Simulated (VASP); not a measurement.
# Ag (Fm-3m) in VASP: notebook, part 2 of 4

VASP 6.6.1. The steps go on from the part before.

### Step 3. Single point, PBE

This run uses another cell than the first one, of 17.88 Å³/atom.

INCAR

```
SYSTEM = Ag
PREC = Accurate
ENCUT = 500
EDIFF = 1E-6
ISMEAR = -1
SIGMA = 0.05
LREAL = .FALSE.
LASPH = .TRUE.
NELM = 120
ALGO = Normal
ISIF = 2
LWAVE = .FALSE.
LCHARG = .FALSE.
GGA = PE
NBANDS = 12
GGA_COMPAT = .FALSE.
```

KPOINTS

```
regular mesh
0
G
  10 10 10
  0 0 0
```

POSCAR

```
Ag
1.0
    0.0000000000      2.0754465060      2.0754465060
    2.0754465060      0.0000000000      2.0754465060
    2.0754465060      2.0754465060      0.0000000000
Ag
1
Direct
    0.0000000000      0.0000000000      0.0000000000
```

Potentials or basis: VASP PAW PBE potentials, release 64 (Ag).

On the command line:

```
$ cat potpaw_PBE.64/Ag/POTCAR > POTCAR
$ mpirun -np 1 vasp_std > vasp.out
```

OUTCAR:

```text
SYSTEM = Ag
   PREC = Accurate
   ENCUT = 500
   EDIFF = 1E-6
   ISMEAR = -1
   LREAL = .FALSE.
   LASPH = .TRUE.
   NELM = 120
   ISIF = 2
   GGA = PE

 ion  position               nearest neighbor table
   1  0.000  0.000  0.000-

  LATTYP: Found a face centered cubic cell.
 ALAT       =     4.1508930120

  Lattice vectors:

 A1 = (   0.0000000000,   2.0754465060,   2.0754465060)
 A2 = (   2.0754465060,   0.0000000000,   2.0754465060)
 A3 = (   2.0754465060,   2.0754465060,   0.0000000000)

Analysis of symmetry for initial positions (statically):
=====================================================================
 Subroutine PRICEL returns:
 Original cell was already a primitive cell.

 Routine SETGRP: Setting up the symmetry group for a
 face centered cubic supercell.

 Subroutine GETGRP returns: Found 48 space group operations
 (whereof 48 operations were pure point group operations)
 out of a pool of 48 trial point group operations.

The static configuration has the point symmetry O_h .

Analysis of symmetry for dynamics (positions and initial velocities):
=====================================================================
 Subroutine PRICEL returns:
 Original cell was already a primitive cell.

 Routine SETGRP: Setting up the symmetry group for a
 face centered cubic supercell.

 Subroutine GETGRP returns: Found 48 space group operations
 (whereof 48 operations were pure point group operations)
 out of a pool of 48 trial point group operations.

The dynamic configuration has the point symmetry O_h .

 Subroutine INISYM returns: Found 48 space group operations
 (whereof 48 operations are pure point group operations),
 and found     1 'primitive' translations

----------------------------------------------------------------------------------------

                                     Primitive cell

  volume of cell :      17.8799

  direct lattice vectors                    reciprocal lattice vectors
     0.000000000  2.075446506  2.075446506    -0.240912015  0.240912015  0.240912015
     2.075446506  0.000000000  2.075446506     0.240912015 -0.240912015  0.240912015
     2.075446506  2.075446506  0.000000000     0.240912015  0.240912015 -0.240912015

  length of vectors
     2.935124597  2.935124597  2.935124597     0.417271850  0.417271850  0.417271850

  position of ions in fractional coordinates (direct lattice)
     0.000000000  0.000000000  0.000000000

  ion indices of the primitive-cell ions
   primitive index   ion index
                 1           1

----------------------------------------------------------------------------------------

 KPOINTS: regular mesh

Automatic generation of k-mesh.
 Grid dimensions read from file:
 generate k-points for:   10   10   10

 Generating k-lattice:

  Cartesian coordinates                     Fractional coordinates (reciprocal lattice)
    -0.024091202  0.024091202  0.024091202     0.100000000  0.000000000  0.000000000
     0.024091202 -0.024091202  0.024091202     0.000000000  0.100000000  0.000000000
     0.024091202  0.024091202 -0.024091202     0.000000000  0.000000000  0.100000000

  Length of vectors
     0.041727185  0.041727185  0.041727185

  Shift w.r.t. Gamma in fractional coordinates (k-lattice)
     0.000000000  0.000000000  0.000000000

 Subroutine IBZKPT returns following result:
 ===========================================

 Found     47 irreducible k-points:

 Following reciprocal coordinates:
            Coordinates               Weight
  0.000000  0.000000  0.000000      1.000000
  0.100000  0.000000  0.000000      8.000000
  0.200000  0.000000  0.000000      8.000000
  0.300000  0.000000  0.000000      8.000000
  0.400000  0.000000  0.000000      8.000000
  0.500000  0.000000  0.000000      4.000000
[... 16 lines left out ...]
  0.300000  0.300000  0.000000      6.000000
  0.400000  0.300000  0.000000     24.000000
 [... further k-points ...]
   k-points           NKPTS =     47   k-points in BZ     NKDIM =     47   number of bands    NBANDS=     12
   number of dos      NEDOS =    301   number of ions     NIONS =      1
   total plane-waves  NPLWV =  13824
   dimension x,y,z NGX =    24 NGY =   24 NGZ =   24
   dimension x,y,z NGXF=    48 NGYF=   48 NGZF=   48
   ions per type =               1
   NGX,Y,Z   is equivalent  to a cutoff of  13.59, 13.59, 13.59 a.u.
   NGXF,Y,Z  is equivalent  to a cutoff of  27.19, 27.19, 27.19 a.u.
 SYSTEM =  Ag
   PREC   = accura    normal or accurate (medium, high low for compatibility)
   ISTART =      0    job   : 0-new  1-cont  2-samecut
   ICHARG =      2    charge: 1-file 2-atom 10-const
   ISPIN  =      1    spin polarized calculation?
   LNONCOLLINEAR =      F non collinear calculations
   LSORBIT =      F    spin-orbit coupling
   LASPH  =      T    aspherical Exc in radial PAW
   ENCUT  =  500.0 eV  36.75 Ry    6.06 a.u.   5.35  5.35  5.35*2*pi/ulx,y,z
   NELM   =    120;   NELMIN=  2; NELMDL= -5     # of ELM steps
   EDIFF  = 0.1E-05   stopping-criterion for ELM
   LREAL  =      F    real-space projection
   EDIFFG = 0.1E-04   stopping-criterion for IOM
   NSW    =      0    number of steps for IOM
   IBRION =     -1    ionic relax: 0-MD 1-quasi-New 2-CG
   NFREE  =      0    steps in history (QN), initial steepest desc. (CG)
   ISIF   =      2    stress and relaxation
   ISYM   =      2    0-nonsym 1-usesym 2-fastsym
   POTIM  = 0.5000    time-step for ionic-motion
   TEBEG  =    0.0;   TEEND  =   0.0 temperature during run
   PSTRESS=    0.0 pullay stress
   NELECT =      11.0000    total number of electrons
   NUPDOWN=      -1.0000    fix difference up-down
   EMIN   =  10.00;   EMAX   =-10.00  energy-range for DOS
   EFERMI =   0.00;   METHOD = LEGACY
   ISMEAR =    -1;   SIGMA  =   0.05  broadening in eV -4-tet -1-fermi 0-gaus
   EFERMI_NEDOS =   21; number of points for ismear=-14 and -15
   IALGO  =     38    algorithm
   IMIX   =      4    mixing-type and parameters
     AMIX     =   0.40;   BMIX     =  1.00
     AMIX_MAG =   1.60;   BMIX_MAG =  1.00
  volume/ion in A,a.u.               =      17.88       120.66
  Fermi-wavevector in a.u.,A,eV,Ry     =   1.392358  2.631175 26.377074  1.938660
  Thomas-Fermi vector in A             =   2.516108
   LORBIT       =      0    0 simple, 1 ext, 2 COOP (PROOUT), +10 PAW based schemes
   GGA     = PE    functional components
   LHFCALC =     F    Hartree Fock is set to
   AEXX    =    0.0000 exact exchange contribution
   IVDW    =     0    specifies the selected vdW correction
   LEPSILON=     F    determine dielectric tensor
   LRPA    =     F    only Hartree local field effects (RPA)
 non-spin polarized calculation
  energy-cutoff  :      500.00
  volume of cell :       17.88
 maximum number of plane-waves:       469
 NGX is ok and might be reduce to    24
   NGX = 11   NGY = 11   NGZ = 11

 number of electron      11.0000000 magnetization

 Free energy of the ion-electron system (eV)
  ---------------------------------------------------
  ext. energy  EPLUGINS =         0.00000000
  ---------------------------------------------------
  free energy    TOTEN  =        -2.70642498 eV

  energy without entropy =       -2.70385912  energy(sigma->0) =       -2.70514205

 E-fermi :   7.7300     XC(G=0): -11.9277

 val. band max:        7.5171627855   @ k =   0.5000   0.0000   0.0000
 cond. band min:       7.8154940826   @ k =   0.5000   0.3000   0.1000
 fundamental gap:      0.2983312971
 Fermi energy:         7.7299644732

 k-point     1 :       0.0000    0.0000    0.0000
  band No.  band energies     occupation
      1       0.3624      2.00000
      2       3.1509      2.00000
      3       3.1509      2.00000
      4       3.1509      2.00000
      5       4.1012      2.00000
      6       4.1012      2.00000
      7      23.7016      0.00000
      8      26.9985      0.00000
      9      26.9985      0.00000
     10      26.9985      0.00000
     11      31.6921      0.00000
     12      32.5415      0.00000

 k-point     2 :       0.1000    0.0000    0.0000
  band No.  band energies     occupation
      1       0.6581      2.00000
      2       3.0933      2.00000
      3       3.2258      2.00000
      4       3.2258      2.00000
      5       4.0765      2.00000
      6       4.0765      2.00000
      7      23.5052      0.00000
      8      25.0456      0.00000
      9      27.0644      0.00000
     10      27.0644      0.00000
     11      31.0522      0.00000
     12      32.2236      0.00000
[... 316 lines left out ...]
 k-point    24 :       0.4000    0.3000    0.0000
  band No.  band energies     occupation
      1       2.0265      2.00000
      2       2.1511      2.00000
      3       4.1845      2.00000
      4       4.3096      2.00000
      5       4.7912      2.00000
      6       6.6022      2.00000
      7      18.0001      0.00000
      8      19.0571      0.00000
      9      20.0035      0.00000
     10      24.2807      0.00000
     11      26.2893      0.00000
     12      35.7927      0.00000

 [... further k-points ...]
[... 5 lines left out ...]
  --------------------------------------------------------------------------------------
  -------------------------------------------------------------------------------------
  Total       -0.0046887     -0.0046887     -0.0046887      0.0000000      0.0000000     -0.0000000
  in kB       -0.4201438     -0.4201438     -0.4201438      0.0000000      0.0000000     -0.0000000
  external PRESSURE =      -0.4201438 kB  Pullay stress =       0.0000000 kB

 VOLUME and BASIS-vectors are now :
 -----------------------------------------------------------------------------
  energy-cutoff  :      500.00
  volume of cell :       17.88
      direct lattice vectors                 reciprocal lattice vectors
     0.000000000  2.075446506  2.075446506    -0.240912015  0.240912015  0.240912015
     2.075446506  0.000000000  2.075446506     0.240912015 -0.240912015  0.240912015
     2.075446506  2.075446506  0.000000000     0.240912015  0.240912015 -0.240912015

 POSITION                                       TOTAL-FORCE (eV/Angst)
 -----------------------------------------------------------------------------------
      0.00000      0.00000      0.00000        -0.000000     -0.000000     -0.000000
 -----------------------------------------------------------------------------------
    total drift:                               -0.000000     -0.000000     -0.000000

  FREE ENERGIE OF THE ION-ELECTRON SYSTEM (eV)
  ---------------------------------------------------
  free  energy   TOTEN  =        -2.7064249781 eV

  energy  without entropy=       -2.7038591166  energy(sigma->0) =       -2.70514205
```

stdout:

```text
POSCAR found type information on POSCAR Ag
 POSCAR found :  1 types and       1 ions
 scaLAPACK will be used
 LDA part: xc-table for (Slater+PW92), standard interpolation
 POSCAR, INCAR and KPOINTS ok, starting setup
 FFT: planning ... GRIDC
 FFT: planning ... GRID_SOFT
 FFT: planning ... GRID
 WAVECAR not read
 entering main loop
```

Run time: 5.2 s. Hardware: 1 thread of AMD EPYC 9R45 (Zen 5), shared host; peak memory 0.11 GiB.

Results:

- Free energy: -2.7064 eV
- Pressure: 0.0 GPa
- Band gap on the k mesh: zero (an odd number of electrons rules out a gap without spin polarisation)

Levels at points of the mesh, in eV from the Fermi level:
```tsv
k point	band 2	band 3	band 4	band 5	band 6	band 7	band 8	band 9	band 10	band 11
(0.00, 0.00, 0.00)	-4.58	-4.58	-4.58	-3.63	-3.63	15.97	19.27	19.27	19.27	23.96
(0.50, 0.00, 0.00)	-4.60	-4.60	-2.90	-2.90	-0.21	3.41	15.20	17.44	17.44	22.24
(0.50, 0.50, 0.00)	-5.96	-2.93	-2.71	-2.71	1.71	6.44	10.48	10.48	16.68	16.70
```

### Step 4. Relaxation of cell and atoms, PBE

This run uses another cell than the first one, of 17.10 Å³/atom.

INCAR

```
PREC = Accurate
ENCUT = 500
EDIFF = 1E-7
ISMEAR = -1
SIGMA = 0.05
LREAL = F
LASPH = T
NELM = 120
ALGO = Normal
ISIF = 3
LWAVE = F
LCHARG = F
GGA = PE
IBRION = 2
NSW = 80
EDIFFG = -0.03
GGA_COMPAT = F
NELMIN = 4
```

KPOINTS

```
regular mesh
0
Gamma
  10 10 10
```

POSCAR

```
Ag
1.0
    0.0000000000      2.0450000000      2.0450000000
    2.0450000000      0.0000000000      2.0450000000
    2.0450000000      2.0450000000      0.0000000000
Ag
1
Direct
    0.0000000000      0.0000000000      0.0000000000
```

Potentials or basis: VASP PAW PBE potentials, release 64 (Ag).

On the command line:

```
$ cat potpaw_PBE.64/Ag/POTCAR > POTCAR
$ mpirun -np 1 vasp_std > vasp.out
```

OUTCAR:

```text
PREC = Accurate
   ENCUT = 500
   EDIFF = 1E-7
   ISMEAR = -1
   LREAL = F
   LASPH = T
   NELM = 120
   ISIF = 3
   GGA = PE
   IBRION = 2
   NSW = 80
   EDIFFG = -0.03
   NELMIN = 4

 ion  position               nearest neighbor table
   1  0.000  0.000  0.000-

  LATTYP: Found a face centered cubic cell.
 ALAT       =     4.0900000000

  Lattice vectors:

 A1 = (   0.0000000000,   2.0450000000,   2.0450000000)
 A2 = (   2.0450000000,   0.0000000000,   2.0450000000)
 A3 = (   2.0450000000,   2.0450000000,   0.0000000000)

Analysis of symmetry for initial positions (statically):
=====================================================================
 Subroutine PRICEL returns:
 Original cell was already a primitive cell.

 Routine SETGRP: Setting up the symmetry group for a
[... 245 lines left out ...]
  energy without entropy =       -2.70370345  energy(sigma->0) =       -2.70498614

 E-fermi :   7.7328     XC(G=0): -11.9289

 val. band max:        7.5192990190   @ k =   0.5000   0.0000   0.0000
 cond. band min:       7.8183095793   @ k =   0.5000   0.3000   0.1000
 fundamental gap:      0.2990105603
 Fermi energy:         7.7327528559

 k-point     1 :       0.0000    0.0000    0.0000
  band No.  band energies     occupation
      1       0.3636      2.00000
      2       3.1529      2.00000
      3       3.1529      2.00000
      4       3.1529      2.00000
      5       4.1036      2.00000
      6       4.1036      2.00000
      7      23.7049      0.00000
      8      27.0029      0.00000
      9      27.0029      0.00000
[... 265 lines left out ...]
 k-point    24 :       0.4000    0.3000    0.0000
  band No.  band energies     occupation
      1       2.0281      2.00000
      2       2.1527      2.00000
      3       4.1868      2.00000
      4       4.3120      2.00000
      5       4.7939      2.00000
      6       6.6047      2.00000
      7      18.0041      0.00000
      8      19.0614      0.00000
      9      20.0076      0.00000

 [... further k-points ...]
[... 5 lines left out ...]
  --------------------------------------------------------------------------------------
  -------------------------------------------------------------------------------------
  Total        0.0014207      0.0014207      0.0014207      0.0000000      0.0000000     -0.0000000
  in kB        0.1273331      0.1273331      0.1273331      0.0000000      0.0000000     -0.0000000
  external PRESSURE =       0.1273331 kB  Pullay stress =       0.0000000 kB
[... 16 lines left out ...]
  FREE ENERGIE OF THE ION-ELECTRON SYSTEM (eV)
  ---------------------------------------------------
  free  energy   TOTEN  =        -2.7062688347 eV

  energy  without entropy=       -2.7037034529  energy(sigma->0) =       -2.70498614

 reached required accuracy - stopping structural energy minimisation
```

OSZICAR:

```text
N       E                     dE             d eps       ncg     rms          rms(c)
DAV:   1     0.430889053373E+02    0.43089E+02   -0.56106E+03   886   0.107E+03
DAV:   2    -0.257073106589E+01   -0.45660E+02   -0.42966E+02   875   0.202E+02
DAV:   3    -0.294788250360E+01   -0.37715E+00   -0.37686E+00   979   0.225E+01
[... 22 lines left out ...]
DAV:   3    -0.270676448698E+01    0.16182E-02   -0.30269E-03   850   0.551E-01    0.369E-01
DAV:   4    -0.270626890852E+01    0.49558E-03   -0.77111E-04   887   0.239E-01    0.282E-02
DAV:   5    -0.270626756613E+01    0.13424E-05   -0.37581E-06   881   0.202E-02    0.162E-02
DAV:   6    -0.270626879753E+01   -0.12314E-05   -0.98931E-07   906   0.880E-03    0.147E-03
DAV:   7    -0.270626883471E+01   -0.37174E-07   -0.15133E-08   532   0.126E-03
   3 F= -.27062688E+01 E0= -.27049861E+01  d E =-.103388E-01
```

CONTCAR:

```text
Ag
   1.00000000000000
    -0.0000000000000000    2.0753062247882048    2.0753062247882048
     2.0753062247882048    0.0000000000000000    2.0753062247882048
     2.0753062247882048    2.0753062247882048   -0.0000000000000000
  Ag
     1
Direct
     0.0000000000000000    0.0000000000000000    0.0000000000000000

  0.00000000E+00  0.00000000E+00  0.00000000E+00
```

Wall time 9.7 s (1 thread of AMD EPYC 9R45 (Zen 5), shared host); peak memory 0.12 GiB.

What came out:

* Free energy: -2.7063 eV
* Relaxed volume: 17.88 Å³/atom
* Relaxed cell: a = 2.935 Å, b = 2.935 Å, c = 2.935 Å, α = 60.00°, β = 60.00°, γ = 60.00°
* Space group after relaxing (to 0.1 Å): Fm-3m (No. 225)
* Energy gained by relaxing: 10.3 meV/atom
* Ionic steps: 3
* Pressure after relaxing: 0.0 GPa
* Band gap on the k mesh: zero (an odd number of electrons rules out a gap without spin polarisation)

The path:
```tsv
step	energy change (eV)	largest force (eV/Å)	pressure (GPa)	volume (Å³)
1	0.0000	0.0000	4.51	17.10
2	-0.0074	0.0000	-2.07	18.32
3	-0.0103	0.0000	0.01	17.88
```

Final structure:
```
CELL_PARAMETERS angstrom
0.00000 2.07531 2.07531
2.07531 0.00000 2.07531
2.07531 2.07531 0.00000
ATOMIC_POSITIONS crystal
Ag 0.00000 0.00000 0.00000
```

### Step 5. Relaxation of cell and atoms, PBE, target pressure 15 GPa, at which the enthalpy is minimised

This run uses another cell than the first one, of 17.10 Å³/atom.

INCAR

```
SYSTEM = Ag
PREC = Accurate
ENCUT = 500
EDIFF = 1E-7
ISMEAR = -1
SIGMA = 0.05
LREAL = .False.
LASPH = .True.
NELM = 120
ALGO = Normal
ISIF = 3
LWAVE = .False.
LCHARG = .False.
GGA = PE
IBRION = 2
NSW = 80
EDIFFG = -0.03
PSTRESS = 150.0
GGA_COMPAT = .False.
NELMIN = 4
```

KPOINTS

```
Automatic mesh
0
Gamma
  10 10 10
  0 0 0
```

POSCAR is that of step 4.

On the command line:

```
$ cat potpaw_PBE.64/Ag/POTCAR > POTCAR
$ mpirun -np 1 vasp_std > vasp.out
```

It took 11 s on 1 thread of AMD EPYC 9R45 (Zen 5), shared host; peak memory 0.11 GiB.

The run converged. Its results:

* Free energy: -2.6260 eV
* Relaxed volume: 15.89 Å³/atom
* Relaxed cell: a = 2.822 Å, b = 2.822 Å, c = 2.822 Å, α = 60.00°, β = 60.00°, γ = 60.00°
* Space group after relaxing (to 0.1 Å): Fm-3m (No. 225)
* Energy change on relaxing (the run minimises the enthalpy): +69.9 meV/atom
* Ionic steps: 3
* Pressure after relaxing: 14.8 GPa
* Band gap on the k mesh: zero (an odd number of electrons rules out a gap without spin polarisation)

Step by step:
| step | energy change (eV) | largest force (eV/Å) | pressure (GPa) | volume (Å³) |
| --- | --- | --- | --- | --- |
| 1 | 0.0000 | 0.0000 | 4.51 | 17.10 |
| 2 | 0.2789 | 0.0000 | 34.44 | 14.48 |
| 3 | 0.0699 | 0.0000 | 14.75 | 15.89 |

Final structure:
```yaml
crystal:
  lattice:
    - [0.00000, 1.99549, 1.99549]
    - [1.99549, 0.00000, 1.99549]
    - [1.99549, 1.99549, 0.00000]
  atoms:
    - { symbol: Ag, position: [0.00000, 0.00000, 0.00000] }
```

Levels at points of the mesh, in eV from the Fermi level:
```csv
k point,band 4,band 5,band 6,band 7,band 8,band 9
"(0.00, 0.00, 0.00)",-5.05,-3.87,-3.87,16.19,20.18,20.18
"(0.50, 0.00, 0.00)",-2.98,-2.98,-0.57,4.05,15.43,18.63
"(0.50, 0.50, 0.00)",-2.74,-2.74,1.57,7.34,11.05,11.05
```

Caveat: the cell is relaxed towards a set pressure, so the run minimises the enthalpy, not the energy.

(Continued in part 3 of 4.)
